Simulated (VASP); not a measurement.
# BaAg2F6 (Fm-3m) in VASP: relaxation of cell and atoms with PBE

Aim: the relaxation of cell and atoms of BaAg2F6 with PBE.

All numbers are computed with VASP 6.6.1; they aren't measurements. Logs are shortened: lines on timing, memory, paths and dates and some standing lists are left out, and cuts for length are marked.

## Step 1: The cell of the first run

It takes space group Fm-3m (No. 225, cubic). The conventional cell has a = 8.702 Å, b = 8.702 Å, c = 8.702 Å, α = 90.00°, β = 90.00°, γ = 90.00°. Ba (site symmetry m-3m) has 12 F at 3.08 Å and 8 Ag at 3.77 Å within 4.0 Å. Ag (site symmetry -43m) has 6 F at 2.18 Å within 2.9 Å. F (site symmetry mmm) has 2 Ag at 2.18 Å within 2.9 Å.

The cell was built from a structure type or drawn by symmetry, and may not be a known phase.

## Step 2: Relaxation of cell and atoms, PBE

Contents of INCAR:

```
PREC = Accurate
ENCUT = 600
EDIFF = 1E-6
ISMEAR = 0
SIGMA = 0.1
LREAL = False
LASPH = True
NELM = 100
ALGO = Normal
ISIF = 3
LWAVE = False
LCHARG = False
GGA = PE
IBRION = 2
NSW = 100
EDIFFG = -0.01
```

Contents of KPOINTS:

```
Automatic mesh
0
Gamma
  8 8 8
```

Contents of POSCAR:

```
BaAg2F6
1.0
    0.0000000000      4.3512258000      4.3512258000
    4.3512258000      0.0000000000      4.3512258000
    4.3512258000      4.3512258000      0.0000000000
Ba Ag F
1 2 6
Direct
    0.5000000000      0.5000000000      0.5000000000
    0.7500000000      0.7500000000      0.7500000000
    0.2500000000      0.2500000000      0.2500000000
    0.0000000000      0.0000000000      0.5000000000
    0.5000000000      0.5000000000      0.0000000000
    0.0000000000      0.5000000000      0.0000000000
    0.5000000000      0.0000000000      0.0000000000
    0.5000000000      0.0000000000      0.5000000000
    0.0000000000      0.5000000000      0.5000000000
```

Potentials or basis: VASP PAW PBE potentials, release 64 (Ba_sv, Ag, F).

Run with:

```bash
cat potpaw_PBE.64/Ba_sv/POTCAR potpaw_PBE.64/Ag/POTCAR potpaw_PBE.64/F/POTCAR > POTCAR
mpirun -np 1 vasp_std > vasp.out
```

OUTCAR:

```text
PREC = Accurate
   ENCUT = 600
   EDIFF = 1E-6
   ISMEAR = 0
   LREAL = False
   LASPH = True
   NELM = 100
   ISIF = 3
   GGA = PE
   IBRION = 2
   NSW = 100
   EDIFFG = -0.01

 ion  position               nearest neighbor table
   1  0.500  0.500  0.500-   5 3.08   8 3.08   9 3.08   5 3.08   6 3.08   7 3.08   4 3.08   7 3.08
                             8 3.08   4 3.08   6 3.08   9 3.08   2 3.77   3 3.77   3 3.77   2 3.77
   2  0.750  0.750  0.750-   4 2.18   5 2.18   6 2.18   7 2.18   8 2.18   9 2.18   1 3.77   1 3.77
                             1 3.77   1 3.77
   3  0.250  0.250  0.250-   4 2.18   5 2.18   6 2.18   7 2.18   8 2.18   9 2.18   1 3.77   1 3.77
                             1 3.77   1 3.77
   4  0.000  0.000  0.500-   2 2.18   3 2.18   1 3.08   1 3.08
   5  0.500  0.500  0.000-   2 2.18   3 2.18   1 3.08   1 3.08
   6  0.000  0.500  0.000-   2 2.18   3 2.18   1 3.08   1 3.08
   7  0.500  0.000  0.000-   2 2.18   3 2.18   1 3.08   1 3.08
   8  0.500  0.000  0.500-   2 2.18   3 2.18   1 3.08   1 3.08
   9  0.000  0.500  0.500-   2 2.18   3 2.18   1 3.08   1 3.08

  LATTYP: Found a face centered cubic cell.
 ALAT       =     8.7024516000

  Lattice vectors:

 A1 = (   0.0000000000,   4.3512258000,   4.3512258000)
 A2 = (   4.3512258000,   0.0000000000,   4.3512258000)
 A3 = (   4.3512258000,   4.3512258000,   0.0000000000)

Analysis of symmetry for initial positions (statically):
=====================================================================
 Subroutine PRICEL returns:
 Original cell was already a primitive cell.

 Routine SETGRP: Setting up the symmetry group for a
 face centered cubic supercell.

 Subroutine GETGRP returns: Found 48 space group operations
 (whereof 48 operations were pure point group operations)
 out of a pool of 48 trial point group operations.

The static configuration has the point symmetry O_h .

Analysis of symmetry for dynamics (positions and initial velocities):
=====================================================================
 Subroutine PRICEL returns:
 Original cell was already a primitive cell.

 Routine SETGRP: Setting up the symmetry group for a
 face centered cubic supercell.

 Subroutine GETGRP returns: Found 48 space group operations
 (whereof 48 operations were pure point group operations)
 out of a pool of 48 trial point group operations.

The dynamic configuration has the point symmetry O_h .

 Subroutine INISYM returns: Found 48 space group operations
 (whereof 48 operations are pure point group operations),
 and found     1 'primitive' translations

----------------------------------------------------------------------------------------

                                     Primitive cell

  volume of cell :     164.7650

  direct lattice vectors                    reciprocal lattice vectors
     0.000000000  4.351225800  4.351225800    -0.114910148  0.114910148  0.114910148
     4.351225800  0.000000000  4.351225800     0.114910148 -0.114910148  0.114910148
     4.351225800  4.351225800  0.000000000     0.114910148  0.114910148 -0.114910148

  length of vectors
     6.153562539  6.153562539  6.153562539     0.199030214  0.199030214  0.199030214

  position of ions in fractional coordinates (direct lattice)
     0.500000000  0.500000000  0.500000000
     0.750000000  0.750000000  0.750000000
     0.250000000  0.250000000  0.250000000
     0.000000000  0.000000000  0.500000000
     0.500000000  0.500000000  0.000000000
     0.000000000  0.500000000  0.000000000
     0.500000000  0.000000000  0.000000000
     0.500000000  0.000000000  0.500000000
     0.000000000  0.500000000  0.500000000

  ion indices of the primitive-cell ions
   primitive index   ion index
                 1           1
                 2           2
[... 101 lines left out ...]
  Fermi-wavevector in a.u.,A,eV,Ry     =   1.253710  2.369169 21.385487  1.571789
  Thomas-Fermi vector in A             =   2.387550
   LORBIT       =      0    0 simple, 1 ext, 2 COOP (PROOUT), +10 PAW based schemes
   GGA     = PE    functional components
   LHFCALC =     F    Hartree Fock is set to
   AEXX    =    0.0000 exact exchange contribution
   IVDW    =     0    specifies the selected vdW correction
   LEPSILON=     F    determine dielectric tensor
   LRPA    =     F    only Hartree local field effects (RPA)
 conjugate gradient relaxation of ions
 non-spin polarized calculation
 Gauss-broadening in eV      SIGMA  =   0.10
  energy-cutoff  :      600.00
  volume of cell :      164.76
 maximum number of plane-waves:      5577
 NGX is ok and might be reduce to    50
   NGX = 25   NGY = 25   NGZ = 25

--------------------------------------- Ionic step        1  -------------------------------------------

 number of electron      74.0000053 magnetization

 Free energy of the ion-electron system (eV)
  ---------------------------------------------------
  ext. energy  EPLUGINS =         0.00000000
  ---------------------------------------------------
  free energy    TOTEN  =       -36.29126567 eV

  energy without entropy =      -36.27341090  energy(sigma->0) =      -36.28233829

------------------------ aborting loop because EDIFF is reached ----------------------------------------

  FORCE on cell =-STRESS in cart. coord.  units (eV):
  Direction    XX          YY          ZZ          XY          YZ          ZX
  --------------------------------------------------------------------------------------
  -------------------------------------------------------------------------------------
  Total       -0.1494270     -0.1494270     -0.1494270      0.0000000      0.0000000      0.0000000
  in kB       -1.4530306     -1.4530306     -1.4530306      0.0000000      0.0000000      0.0000000
  external PRESSURE =      -1.4530306 kB  Pullay stress =       0.0000000 kB

 VOLUME and BASIS-vectors are now :
 -----------------------------------------------------------------------------
  energy-cutoff  :      600.00
  volume of cell :      164.76
      direct lattice vectors                 reciprocal lattice vectors
     0.000000000  4.351225800  4.351225800    -0.114910148  0.114910148  0.114910148
     4.351225800  0.000000000  4.351225800     0.114910148 -0.114910148  0.114910148
     4.351225800  4.351225800  0.000000000     0.114910148  0.114910148 -0.114910148

 POSITION                                       TOTAL-FORCE (eV/Angst)
 -----------------------------------------------------------------------------------
      4.35123      4.35123      4.35123         0.000000      0.000000      0.000000
      6.52684      6.52684      6.52684        -0.000000     -0.000000     -0.000000
      2.17561      2.17561      2.17561         0.000000     -0.000000      0.000000
      2.17561      2.17561      0.00000         0.000000      0.000000      0.000000
      2.17561      2.17561      4.35123         0.000000      0.000000      0.000000
      2.17561      0.00000      2.17561         0.000000      0.000000      0.000000
      0.00000      2.17561      2.17561         0.000000      0.000000      0.000000
      2.17561      4.35123      2.17561         0.000000      0.000000      0.000000
      4.35123      2.17561      2.17561         0.000000      0.000000      0.000000
 -----------------------------------------------------------------------------------
    total drift:                                0.000000     -0.000000      0.000000

  FREE ENERGIE OF THE ION-ELECTRON SYSTEM (eV)
  ---------------------------------------------------
  free  energy   TOTEN  =       -36.2912656724 eV

  energy  without entropy=      -36.2734109013  energy(sigma->0) =      -36.28233829

--------------------------------------- Ionic step        2  -------------------------------------------

 number of electron      74.0000050 magnetization

 Free energy of the ion-electron system (eV)
  ---------------------------------------------------
  ext. energy  EPLUGINS =         0.00000000
  ---------------------------------------------------
  free energy    TOTEN  =       -36.29142558 eV

  energy without entropy =      -36.27360870  energy(sigma->0) =      -36.28251714

 E-fermi :   0.3491     XC(G=0):  -8.6548

 val. band max:        0.3157740850   @ k =  -0.3750   0.2500   0.0000
 cond. band min:       0.3684015462   @ k =  -0.3750   0.1250   0.0000
 fundamental gap:      0.0526274612
 Fermi energy:         0.3490534707

 k-point     1 :       0.0000    0.0000    0.0000
  band No.  band energies     occupation
      1     -26.3589      2.00000
      2     -21.7635      2.00000
      3     -21.4965      2.00000
      4     -21.4965      2.00000
      5     -21.4965      2.00000
      6     -21.4848      2.00000
[... 1117 lines left out ...]
     43       6.7943      0.00000
     44       7.0788      0.00000

 [... further k-points ...]

------------------------ aborting loop because EDIFF is reached ----------------------------------------

  FORCE on cell =-STRESS in cart. coord.  units (eV):
  Direction    XX          YY          ZZ          XY          YZ          ZX
  --------------------------------------------------------------------------------------
  -------------------------------------------------------------------------------------
  Total       -0.0013833     -0.0013833     -0.0013833      0.0000000     -0.0000000      0.0000000
  in kB       -0.0134841     -0.0134841     -0.0134841      0.0000000     -0.0000000      0.0000000
  external PRESSURE =      -0.0134841 kB  Pullay stress =       0.0000000 kB

 VOLUME and BASIS-vectors are now :
 -----------------------------------------------------------------------------
  energy-cutoff  :      600.00
  volume of cell :      164.37
      direct lattice vectors                 reciprocal lattice vectors
     0.000000000  4.347740587  4.347740587    -0.115002262  0.115002262  0.115002262
     4.347740587  0.000000000  4.347740587     0.115002262 -0.115002262  0.115002262
     4.347740587  4.347740587  0.000000000     0.115002262  0.115002262 -0.115002262

 POSITION                                       TOTAL-FORCE (eV/Angst)
 -----------------------------------------------------------------------------------
      4.34774      4.34774      4.34774         0.000000     -0.000000     -0.000000
      6.52161      6.52161      6.52161        -0.000000      0.000000      0.000000
      2.17387      2.17387      2.17387         0.000000      0.000000     -0.000000
      2.17387      2.17387      0.00000         0.000000     -0.000000     -0.000000
      2.17387      2.17387      4.34774         0.000000     -0.000000     -0.000000
      2.17387      0.00000      2.17387         0.000000     -0.000000     -0.000000
      0.00000      2.17387      2.17387         0.000000     -0.000000     -0.000000
      2.17387      4.34774      2.17387         0.000000     -0.000000     -0.000000
      4.34774      2.17387      2.17387         0.000000     -0.000000     -0.000000
 -----------------------------------------------------------------------------------
    total drift:                                0.000000     -0.000000      0.000000

  FREE ENERGIE OF THE ION-ELECTRON SYSTEM (eV)
  ---------------------------------------------------
  free  energy   TOTEN  =       -36.2914255824 eV

  energy  without entropy=      -36.2736087015  energy(sigma->0) =      -36.28251714

 reached required accuracy - stopping structural energy minimisation
```

Wall time 3.9 min (1 thread of Intel Xeon 6975P-C (Granite Rapids), shared host); peak memory 0.51 GiB.

What came out:

```yaml
Free_energy: -36.2914 eV
Relaxed_volume: 18.26 Å³/atom
Relaxed_cell: a = 6.149 Å, b = 6.149 Å, c = 6.149 Å, α = 60.00°, β = 60.00°, γ = 60.00°
Space_group_after_relaxing_to_0.1_Å: Fm-3m (No. 225)
Energy_gained_by_relaxing: 0.0 meV/atom
Ionic_steps: 2
Pressure_after_relaxing: 0.0 GPa
Band_gap_on_the_k_mesh: zero (bands 37 and 38 overlap by 1.29 eV)
```

Step by step:
```csv
step,energy change (eV),largest force (eV/Å),pressure (GPa),volume (Å³)
1,0.0000,0.0000,-0.15,164.76
2,-0.0002,0.0000,0.00,164.37
```

Final structure:
```xyz
9
Lattice="0.0000 4.3477 4.3477 4.3477 0.0000 4.3477 4.3477 4.3477 0.0000" Properties=species:S:1:pos:R:3 pbc="T T T"
Ba    4.3477    4.3477    4.3477
Ag    6.5216    6.5216    6.5216
Ag    2.1739    2.1739    2.1739
F     2.1739    2.1739    0.0000
F     2.1739    2.1739    4.3477
F     2.1739    0.0000    2.1739
F     0.0000    2.1739    2.1739
F     2.1739    4.3477    2.1739
F     4.3477    2.1739    2.1739
```

Caveat: spin-orbit coupling is left out, which moves the levels of the heavy elements.
